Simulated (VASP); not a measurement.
BaS:

```
Ba S
1.0
     4.23311    0.00000    0.00000
    -2.11656    3.66598    0.00000
     0.00000    0.00000    4.13131
Ba S
1 1
Direct
  0.00000 0.00000 0.00000
  0.66667 0.33333 0.50000
```

| Item | Value |
| --- | --- |
| Program | VASP 6.6.1 |
| Task | relaxation of cell and atoms |
| Functional | PBE |
| Potentials or basis | VASP PAW PBE potentials, release 64 (Ba_sv, S) |
| Cutoff | 600 eV |
| k mesh | 6 × 6 × 6 |
| Occupations | gaussian, width 0.05 eV |
| Spin | no spin polarisation |

At the start: pressure 1.1 GPa; volume 32.06 Å³/atom.

Task: How do energy, volume and symmetry change on relaxing?

Result: Over 3 steps the energy falls by 29.1 meV/atom and the volume is 33.41 Å³/atom (+4.2 %); space group P-6m2 (No. 187, to 0.05 Å).

Step by step:
| step | energy change (eV) | largest force (eV/Å) | pressure (GPa) | volume (Å³) |
| --- | --- | --- | --- | --- |
| 1 | 0.0000 | 0.0000 | 1.13 | 64.11 |
| 2 | -0.0550 | 0.0000 | 0.20 | 66.17 |
| 3 | -0.0582 | 0.0000 | -0.09 | 66.82 |

Final structure:
```cif
data_structure
_symmetry_space_group_name_H-M 'P 1'
_symmetry_Int_Tables_number 1
_cell_length_a 4.3909
_cell_length_b 4.3909
_cell_length_c 4.0019
_cell_angle_alpha 90.000
_cell_angle_beta 90.000
_cell_angle_gamma 120.000
_cell_volume 66.82
loop_
_atom_site_label
_atom_site_type_symbol
_atom_site_fract_x
_atom_site_fract_y
_atom_site_fract_z
_atom_site_occupancy
Ba1 Ba 0.00000 0.00000 0.00000 1
S1 S 0.66667 0.33333 0.50000 1
```
